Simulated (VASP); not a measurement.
Runs of VASP 6.6.1 on Rh. The structure is that of space group P6/mmm (No. 191), or close to it. The cells are those of the table. This isn't the form of Rh at room conditions, which is fcc.

| cell | k mesh | gap on the mesh (eV) | pressure (GPa) |
| --- | --- | --- | --- |
| a = 4.123, b = 4.123, c = 2.530 Å, angles 90.0, 90.0, 120.0°, 3 atoms | 10 × 10 × 13 | none | (a) |
| a = 4.303, b = 4.303, c = 2.640 Å, angles 90.0, 90.0, 120.0°, 3 atoms | 10 × 10 × 13 | none | (b) |
| a = 4.303, b = 4.303, c = 2.640 Å, angles 90.0, 90.0, 120.0°, 3 atoms | 9 × 9 × 12 | none | 1.4 |
| a = 4.185, b = 4.185, c = 2.568 Å, angles 90.0, 90.0, 120.0°, 3 atoms | 10 × 10 × 13 | none | 28.8 |
| a = 4.245, b = 4.245, c = 2.605 Å, angles 90.0, 90.0, 120.0°, 3 atoms | 10 × 10 × 13 | none | 13.4 |

Alike in all rows: task single point; level r2SCAN; potentials or basis VASP PAW PBE potentials, release 64 (Rh_pv); no spin polarisation; cutoff (eV) 520; smearing fermi-dirac 0.1 eV.

Q: Estimate the missing entries.

A: (a) 48.3; (b) 1.1.

Caveats: the PAW data sets were made with another functional, which shifts forces and pressure a little; the cell stands under pressure (at least some runs); the stress differs along the axes, from 45 to 50 GPa (at least some runs).

A k mesh can miss the band edges, and the runs leave out spin-orbit coupling on Rh.

A gap of «none» marks levels without a gap at the run's occupations.
